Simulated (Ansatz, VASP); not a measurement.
## One calculation of AlN, two programs

The input INCAR:

```
SYSTEM = AlN
ALGO = Normal ; EDIFF = 1E-6
ENCUT = 520 ; GGA = PS
ISIF = 2 ; ISMEAR = 0
LASPH = .True. ; LCHARG = .False.
LREAL = .False. ; LWAVE = .False.
NBANDS = 11 ; NELM = 100
PREC = Accurate ; SIGMA = 0.01
```

The input KPOINTS:

```
k-points
0
Gamma
  8 8 8
  0 0 0
```

File POSCAR:

```
AlN
1.0
    0.0000000000      2.1886778373      2.1886778373
    2.1886778373      0.0000000000      2.1886778373
    2.1886778373      2.1886778373      0.0000000000
Al N
1 1
Direct
    0.0000000000      0.0000000000      0.0000000000
    0.2500000000      0.2500000000      0.2500000000
```

Input for Ansatz:

```yaml
crystal:
  lattice:
    - [0.0, 2.1886778373, 2.1886778373]
    - [2.1886778373, 0.0, 2.1886778373]
    - [2.1886778373, 2.1886778373, 0.0]
  atoms:
    - { symbol: Al, position: [0.0, 0.0, 0.0] }
    - { symbol: "N", position: [0.25, 0.25, 0.25] }
kpoints:
  mp_grid: { grid: [8, 8, 8] }
scf:
  occupations: { method: fixed }
hamiltonian:
  xc: pbesol
  pseudopotentials: { kind: paw }
output:
  forces: true
  stress: true
  eigenvalues: true
  eigenstates:
    nscf_kmesh: { grid: [16, 16, 16] }
    de_dk: true
    e_range: [-9, 13.19263682781]
  optics:
    e_range: [0, 25]
    de: 0.2
    sigma: 0.2
    bands: { spectra_wanted_up_to: 25 }
    nscf_kmesh: { grid: [16, 16, 16] }
checkpoint:
  write: ck
  write_wavefunctions: false
```

Alike in both runs: task single point; functional PBEsol; k mesh 8 × 8 × 8; no spin polarisation.

|  | VASP | Ansatz |
| --- | --- | --- |
| version | VASP 6.6.1 | Ansatz 0.2.0 |
| potentials or method | VASP PAW PBE potentials, release 64 (Al, N) | PAW with Ansatz's default frozen-core files, scalar-relativistic |
| plane-wave cutoff (eV) | 520 | 420 |
| occupations | gaussian, width 0.01 eV | fixed |
| valence electrons in the cell | 8 | 8 |

VASP gave:

```
gap on the k mesh at the Fermi level (eV) : 3.18
pressure (GPa)                            : 0.0
```

Task: Estimate Ansatz's values.

Result: gap on the k mesh at the Fermi level (eV): 3.19; pressure (GPa): 0.0.

VASP's potentials were made for PBE, not for PBEsol.
